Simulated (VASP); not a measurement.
Input of a VASP 6.6.1 run:

File INCAR:

```
SYSTEM = HgTe
PREC = Accurate
ENCUT = 520
EDIFF = 1E-7
ISMEAR = 0
SIGMA = 0.15
LREAL = .FALSE.
LASPH = .TRUE.
NELM = 100
ALGO = Normal
ISIF = 2
LWAVE = .FALSE.
LCHARG = .FALSE.
GGA = PS
NBANDS = 16
```

KPOINTS

```
regular mesh
0
G
  14 14 14
  0 0 0
```

POSCAR

```
HgTe
1.0
    0.0000000000      3.3846750000      3.2235000000
    3.3846750000      0.0000000000      3.2235000000
    3.3846750000      3.3846750000      0.0000000000
Hg Te
1 1
Direct
    0.0000000000      0.0000000000      0.0000000000
    0.7500000000      0.7500000000      0.7500000000
```

Potentials or basis: VASP PAW PBE potentials, release 64 (Hg, Te).

Command:

```sh
$ cat potpaw_PBE.64/Hg/POTCAR potpaw_PBE.64/Te/POTCAR > POTCAR
$ mpirun -np 1 vasp_std > vasp.out
```

Q: Estimate the pressure.

A: -2.4 GPa.

Stress tensor (GPa, compression positive):
```
-2.64  0.00  0.00
 0.00 -2.64  0.00
 0.00  0.00 -1.84
```

Caveat: the cell differs from its parent crystal (strain +0.050 along x and y, +0.000 along z); the PAW data sets were made with another functional, which shifts forces and pressure a little.
